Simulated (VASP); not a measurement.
# I (Fmmm) in VASP: single point with HSE06

Aim: the single point of I with HSE06.

Program: VASP 6.6.1. These are calculated values, not measurements. Logs are shortened: lines on timing, memory, paths and dates and some standing lists are left out, and cuts for length are marked.

## 1. The cell of the first run

It takes space group Fmmm (No. 69, orthorhombic). The conventional cell has a = 4.159 Å, b = 4.814 Å, c = 8.606 Å, α = 90.00°, β = 90.00°, γ = 90.00°. I (site symmetry mmm) has 6 I at 3.18 to 4.16 Å within 4.2 Å.

## 2. Single point, HSE06

Input file POSCAR:

```
I
1.0
    0.0000000000      2.4068001917      4.3030941478
    2.0795568567      0.0000000000      4.3030941478
    2.0795568567      2.4068001917      0.0000000000
I
1
Direct
    0.0000000000      0.0000000000      0.0000000000
```

Input file INCAR.step1:

```
SYSTEM = I
ALGO = Normal ; EDIFF = 1E-5
ENCUT = 520 ; GGA = PE
ISIF = 2 ; ISMEAR = -1
LASPH = .True. ; LREAL = .False.
LWAVE = .True. ; NBANDS = 10
NELM = 60 ; PREC = Accurate
SIGMA = 0.05
```

Input file INCAR.step2:

```
SYSTEM = I
ALGO = Normal ; EDIFF = 1E-6
ENCUT = 520 ; GGA = PE
HFSCREEN = 0.2079 ; ISIF = 2
ISMEAR = -1 ; ISTART = 1
LASPH = .True. ; LCHARG = .True.
LELF = .True. ; LHFCALC = .True.
LREAL = .False. ; LVHAR = .True.
LWAVE = .False. ; NBANDS = 10
NELM = 60 ; PREC = Accurate
PRECFOCK = Normal ; SIGMA = 0.05
```

Input file KPOINTS:

```
k-points
0
Gamma
  5 5 5
  0 0 0
```

Potentials or basis: VASP PAW PBE potentials, release 64 (I).

Started as:

```sh
> cat potpaw_PBE.64/I/POTCAR > POTCAR
> cp INCAR.step1 INCAR
> mpirun -np 1 vasp_std > vasp.out
> cp INCAR.step2 INCAR
> mpirun -np 1 vasp_std > vasp.out
```

OUTCAR:

```text
SYSTEM = I
   EDIFF = 1E-6
   ENCUT = 520
   GGA = PE
   HFSCREEN = 0.2079
   ISIF = 2
   ISMEAR = -1
   ISTART = 1
   LASPH = .True.
   LHFCALC = .True.
   LREAL = .False.
   NELM = 60
   PREC = Accurate
   PRECFOCK = Normal

 ion  position               nearest neighbor table
   1  0.000  0.000  0.000-

  LATTYP: Found a face centered orthorhombic cell.
 ALAT       =     4.1591137134
 B/A-ratio  =     1.1573620524
 C/A-ratio  =     2.0692361134

  Lattice vectors:

 A1 = (   0.0000000000,   2.4068001917,   4.3030941478)
 A2 = (   2.0795568567,   0.0000000000,   4.3030941478)
 A3 = (   2.0795568567,   2.4068001917,   0.0000000000)

Analysis of symmetry for initial positions (statically):
=====================================================================
 Subroutine PRICEL returns:
 Original cell was already a primitive cell.

 Routine SETGRP: Setting up the symmetry group for a
 face centered orthorhombic supercell.

 Subroutine GETGRP returns: Found  8 space group operations
 (whereof  8 operations were pure point group operations)
 out of a pool of  8 trial point group operations.

The static configuration has the point symmetry D_2h.

Analysis of symmetry for dynamics (positions and initial velocities):
=====================================================================
 Subroutine PRICEL returns:
 Original cell was already a primitive cell.

 Routine SETGRP: Setting up the symmetry group for a
 face centered orthorhombic supercell.

 Subroutine GETGRP returns: Found  8 space group operations
 (whereof  8 operations were pure point group operations)
 out of a pool of  8 trial point group operations.

The dynamic configuration has the point symmetry D_2h.

 Subroutine INISYM returns: Found  8 space group operations
 (whereof  8 operations are pure point group operations),
 and found     1 'primitive' translations

----------------------------------------------------------------------------------------

                                     Primitive cell

  volume of cell :      43.0746

  direct lattice vectors                    reciprocal lattice vectors
     0.000000000  2.406800192  4.303094148    -0.240435840  0.207744707  0.116195459
     2.079556857  0.000000000  4.303094148     0.240435840 -0.207744707  0.116195459
     2.079556857  2.406800192  0.000000000     0.240435840  0.207744707 -0.116195459

  length of vectors
     4.930446877  4.779244288  3.180761526     0.338332146  0.338332146  0.338332146

  position of ions in fractional coordinates (direct lattice)
     0.000000000  0.000000000  0.000000000

  ion indices of the primitive-cell ions
   primitive index   ion index
                 1           1

----------------------------------------------------------------------------------------

 KPOINTS: k-points

Automatic generation of k-mesh.
 Grid dimensions read from file:
 generate k-points for:    5    5    5

 Generating k-lattice:

  Cartesian coordinates                     Fractional coordinates (reciprocal lattice)
    -0.048087168  0.041548941  0.023239092     0.200000000  0.000000000  0.000000000
     0.048087168 -0.041548941  0.023239092     0.000000000  0.200000000 -0.000000000
     0.048087168  0.041548941 -0.023239092     0.000000000 -0.000000000  0.200000000

  Length of vectors
     0.067666429  0.067666429  0.067666429

  Shift w.r.t. Gamma in fractional coordinates (k-lattice)
     0.000000000  0.000000000  0.000000000

 Subroutine IBZKPT returns following result:
 ===========================================

 Found     27 irreducible k-points:

 Following reciprocal coordinates:
            Coordinates               Weight
  0.000000  0.000000  0.000000      1.000000
  0.200000 -0.000000 -0.000000      8.000000
  0.400000 -0.000000 -0.000000      8.000000
  0.200000  0.200000  0.000000      2.000000
  0.400000  0.200000 -0.000000      8.000000
 -0.400000  0.200000  0.000000      8.000000
[... 16 lines left out ...]
 -0.400000  0.000000  0.400000      4.000000
 -0.400000  0.200000  0.400000      4.000000
 [... further k-points ...]
   k-points           NKPTS =     27   k-points in BZ     NKDIM =    125   number of bands    NBANDS=     10
   number of dos      NEDOS =    301   number of ions     NIONS =      1
   total plane-waves  NPLWV =  34560
   dimension x,y,z NGX =    40 NGY =   36 NGZ =   24
   dimension x,y,z NGXF=    80 NGYF=   72 NGZF=   48
   ions per type =               1
   NGX,Y,Z   is equivalent  to a cutoff of  13.49, 12.52, 12.54 a.u.
   NGXF,Y,Z  is equivalent  to a cutoff of  26.97, 25.05, 25.09 a.u.
 SYSTEM =  I
   PREC   = accura    normal or accurate (medium, high low for compatibility)
   ISTART =      1    job   : 0-new  1-cont  2-samecut
   ICHARG =      0    charge: 1-file 2-atom 10-const
   ISPIN  =      1    spin polarized calculation?
   LNONCOLLINEAR =      F non collinear calculations
   LSORBIT =      F    spin-orbit coupling
   LASPH  =      T    aspherical Exc in radial PAW
   ENCUT  =  520.0 eV  38.22 Ry    6.18 a.u.   9.17  8.89  5.91*2*pi/ulx,y,z
   NELM   =     60;   NELMIN=  2; NELMDL=  0     # of ELM steps
   EDIFF  = 0.1E-05   stopping-criterion for ELM
   LREAL  =      F    real-space projection
   EDIFFG = 0.1E-04   stopping-criterion for IOM
   NSW    =      0    number of steps for IOM
   IBRION =     -1    ionic relax: 0-MD 1-quasi-New 2-CG
   NFREE  =      0    steps in history (QN), initial steepest desc. (CG)
   ISIF   =      2    stress and relaxation
   ISYM   =      3    0-nonsym 1-usesym 2-fastsym
   POTIM  = 0.5000    time-step for ionic-motion
   TEBEG  =    0.0;   TEEND  =   0.0 temperature during run
   PSTRESS=    0.0 pullay stress
   NELECT =       7.0000    total number of electrons
   NUPDOWN=      -1.0000    fix difference up-down
   EMIN   =  10.00;   EMAX   =-10.00  energy-range for DOS
   EFERMI =   0.00;   METHOD = LEGACY
   ISMEAR =    -1;   SIGMA  =   0.05  broadening in eV -4-tet -1-fermi 0-gaus
   EFERMI_NEDOS =   21; number of points for ismear=-14 and -15
   IALGO  =     38    algorithm
   IMIX   =      1    mixing-type and parameters
     AMIX     =   0.40;   BMIX     =  1.00
     AMIX_MAG =   1.60;   BMIX_MAG =  1.00
  volume/ion in A,a.u.               =      43.07       290.68
  Fermi-wavevector in a.u.,A,eV,Ry     =   0.893375  1.688233 10.859058  0.798118
  Thomas-Fermi vector in A             =   2.015444
   LORBIT       =      0    0 simple, 1 ext, 2 COOP (PROOUT), +10 PAW based schemes
   GGA     = PE    functional components
   LHFCALC =     T    Hartree Fock is set to
   PRECFOCK=normal    Normal, Fast or Accurate (Low or Medium for compatibility)
   ENCUT4O =  -1.0   cutoff for four orbital integrals eV
   NKREDX  =     1    reduce k-point grid by
   NKREDY  =     1    reduce k-point grid by
   NKREDZ  =     1    reduce k-point grid by
   AEXX    =    0.2500 exact exchange contribution
   HFSCREEN=    0.2079 screening length (either q_TF or 0.3 A-1)
   HFSCREENC=   0.2079 screening length for correlation (either q_TF or 0.3 A-1)
   ENCUTFOCK=  -1.0 apply spherical cutoff to Coloumb kernel
   IVDW    =     0    specifies the selected vdW correction
   LEPSILON=     F    determine dielectric tensor
   LRPA    =     F    only Hartree local field effects (RPA)
 non-spin polarized calculation
  energy-cutoff  :      520.00
  volume of cell :       43.07
 maximum number of plane-waves:      1179
 NGX is ok and might be reduce to    40
  NGX = 28; NGY = 28; NGZ = 18

 number of electron       6.9999999 magnetization

 Free energy of the ion-electron system (eV)
  ---------------------------------------------------
  ext. energy  EPLUGINS =         0.00000000
  ---------------------------------------------------
  free energy    TOTEN  =        -1.83365888 eV

  energy without entropy =       -1.82306198  energy(sigma->0) =       -1.82836043

 E-fermi :   2.0312     XC(G=0):  -6.6376

 val. band max:        1.5861577754   @ k =   0.4000   0.2000   0.2000
 cond. band min:       2.0547934768   @ k =  -0.2000   0.4000   0.2000
 fundamental gap:      0.4686357014
 Fermi energy:         2.0311955618

 k-point     1 :       0.0000    0.0000    0.0000
  band No.  band energies     occupation
      1     -12.8178      2.00000
      2      -0.4675      2.00000
      3       3.6745      0.00000
      4       4.3982      0.00000
      5       7.2618      0.00000
      6      10.9084      0.00000
      7      11.5945      0.00000
      8      16.3259      0.00000
      9      16.3816      0.00000
     10      16.9002      0.00000

 k-point     2 :       0.2000   -0.0000   -0.0000
  band No.  band energies     occupation
      1     -12.3387      2.00000
      2      -0.2488      2.00000
      3       0.6859      2.00000
      4       4.3034      0.00000
      5       8.2038      0.00000
      6      11.6675      0.00000
      7      11.9835      0.00000
      8      15.2160      0.00000
      9      16.7156      0.00000
     10      17.1267      0.00000

 k-point     3 :       0.4000   -0.0000   -0.0000
  band No.  band energies     occupation
      1     -11.3095      2.00000
      2      -2.8738      2.00000
      3       0.2657      2.00000
      4       4.7523      0.00000
      5       8.3550      0.00000
      6      11.7647      0.00000
      7      12.2501      0.00000
      8      15.4262      0.00000
      9      16.4735      0.00000
     10      17.8442      0.00000

 k-point     4 :       0.2000    0.2000    0.0000
  band No.  band energies     occupation
      1     -12.7736      2.00000
      2      -1.0397      2.00000
      3       3.6366      0.00000
      4       4.3656      0.00000
      5       8.6401      0.00000
      6      10.8056      0.00000
      7      11.4005      0.00000
      8      16.8332      0.00000
      9      16.9350      0.00000
     10      17.3723      0.00000

 k-point     5 :       0.4000    0.2000   -0.0000
  band No.  band energies     occupation
      1     -12.2720      2.00000
      2      -1.0042      2.00000
      3       0.6253      2.00000
      4       4.2539      0.00000
      5      10.1131      0.00000
      6      11.4782      0.00000
      7      13.4297      0.00000
      8      14.9538      0.00000
      9      17.0901      0.00000
     10      17.6301      0.00000

 k-point     6 :      -0.4000    0.2000    0.0000
  band No.  band energies     occupation
      1     -11.2741      2.00000
      2      -2.9024      2.00000
      3      -0.1079      2.00000
      4       4.7293      0.00000
      5       9.0154      0.00000
      6      12.1554      0.00000
      7      13.0814      0.00000
      8      15.2812      0.00000
      9      15.8732      0.00000
     10      18.1634      0.00000
[... 183 lines left out ...]
 k-point    21 :       0.4000   -0.2000    0.2000
  band No.  band energies     occupation
      1     -10.7629      2.00000
      2      -2.6405      2.00000
      3       0.4173      2.00000
      4       1.4022      1.99999
      5       9.5157      0.00000
      6      11.9965      0.00000
      7      13.1724      0.00000
      8      14.3772      0.00000
      9      16.3245      0.00000
     10      18.3894      0.00000

 k-point    22 :       0.4000    0.0000    0.4000
  band No.  band energies     occupation
      1     -10.0049      2.00000
      2      -1.9236      2.00000
      3      -0.8323      2.00000
      4       1.5825      1.99975
      5       7.7839      0.00000
      6      11.0876      0.00000
      7      11.5577      0.00000
      8      11.5946      0.00000
      9      15.0059      0.00000
     10      16.4493      0.00000

 k-point    23 :      -0.4000    0.0000    0.4000
  band No.  band energies     occupation
      1      -9.8424      2.00000
      2      -2.2303      2.00000
      3      -1.2110      2.00000
      4       1.4270      1.99999
      5       8.6459      0.00000
      6      10.2258      0.00000
      7      11.5645      0.00000
      8      14.0573      0.00000
      9      15.0717      0.00000
     10      16.0948      0.00000

 k-point    24 :      -0.4000    0.2000    0.4000
  band No.  band energies     occupation
      1      -9.9839      2.00000
      2      -1.8868      2.00000
      3      -0.8826      2.00000
      4       1.3743      2.00000
      5       7.8456      0.00000
      6      10.1763      0.00000
      7      11.6740      0.00000
      8      13.3608      0.00000
      9      14.7324      0.00000
     10      18.6768      0.00000

 [... further k-points ...]

------------------------ aborting loop because EDIFF is reached ----------------------------------------

  FORCE on cell =-STRESS in cart. coord.  units (eV):
  Direction    XX          YY          ZZ          XY          YZ          ZX
  --------------------------------------------------------------------------------------
  -------------------------------------------------------------------------------------
  Total       -0.0568712     -0.0765666      0.0128468      0.0000000      0.0000000      0.0000000
  in kB       -2.1153459     -2.8479238      0.4778418      0.0000000      0.0000000      0.0000000
  external PRESSURE =      -1.4951426 kB  Pullay stress =       0.0000000 kB

 VOLUME and BASIS-vectors are now :
 -----------------------------------------------------------------------------
  energy-cutoff  :      520.00
  volume of cell :       43.07
      direct lattice vectors                 reciprocal lattice vectors
     0.000000000  2.406800192  4.303094148    -0.240435840  0.207744707  0.116195459
     2.079556857  0.000000000  4.303094148     0.240435840 -0.207744707  0.116195459
     2.079556857  2.406800192  0.000000000     0.240435840  0.207744707 -0.116195459

 POSITION                                       TOTAL-FORCE (eV/Angst)
 -----------------------------------------------------------------------------------
      0.00000      0.00000      0.00000        -0.000000     -0.000000      0.000000
 -----------------------------------------------------------------------------------
    total drift:                               -0.000000     -0.000000      0.000000

  FREE ENERGIE OF THE ION-ELECTRON SYSTEM (eV)
  ---------------------------------------------------
  free  energy   TOTEN  =        -1.8336588846 eV

  energy  without entropy=       -1.8230619769  energy(sigma->0) =       -1.82836043
```

Run time: 16 min. Hardware: 1 thread of Oxide Virtual Turin-like, shared host; peak memory 0.25 GiB.

Results:

| Property | Result |
| --- | --- |
| Free energy | -1.8337 eV |
| Pressure | -0.1 GPa |
| Band gap on the k mesh | zero (an odd number of electrons rules out a gap without spin polarisation) |

Caveat: the k points lie up to 0.43 Å⁻¹ apart, too coarse for converged energies and pressures of a metal; the PAW data sets were made with another functional, which shifts forces and pressure a little; spin-orbit coupling is left out, which moves the levels of the heavy elements; an odd number of electrons without spin polarisation forces a metal; a magnetic or distorted state may lie lower.
